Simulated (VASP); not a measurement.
Crystal: Na3Te3MoO3.

```
CELL_PARAMETERS angstrom
0.00000 -3.63634 5.23134
3.07258 -1.94481 -5.23134
6.60520 0.00000 0.00000
ATOMIC_POSITIONS crystal
Na 0.22750 0.45500 0.31750
Na 0.73490 0.46980 0.79530
Na 0.51000 0.02000 0.47000
Te 0.82460 0.95660 0.69080
Te 0.35260 0.17720 0.69080
Te 0.13200 0.48460 0.69080
O 0.25420 0.15480 0.15330
O 0.69190 0.94610 0.15330
O 0.90060 0.59250 0.15330
Mo 0.00000 0.00000 0.00000
```

Base run:

```yaml
Program: VASP 6.6.1
Functional: PBE
Potentials_or_basis: VASP PAW PBE potentials, release 64 (Na_pv, Te, O, Mo_sv)
Cutoff: 520 eV
k_mesh: 4 × 4 × 4
Occupations: fermi-dirac, width 0.1 eV
Spin: no spin polarisation
```

Its results: band gap on the k mesh zero (an odd number of electrons rules out a gap without spin polarisation); pressure 19.2 GPa; largest force 18.842 eV/Å.

Question: The run is repeated on the same cell with these changes: dispersion from none to D4; hubbard terms from none to Mo d U = 6.0 eV. What comes out?

Answer: Band gap on the k mesh zero (an odd number of electrons rules out a gap without spin polarisation); pressure 18.4 GPa; largest force 18.816 eV/Å.

Several settings changed at once.

Caveats: the cell stands under pressure; spin-orbit coupling is left out, which moves the levels of the heavy elements; an odd number of electrons without spin polarisation forces a metal; a magnetic or distorted state may lie lower; U without spin polarisation on a metal has little footing (at least some runs).
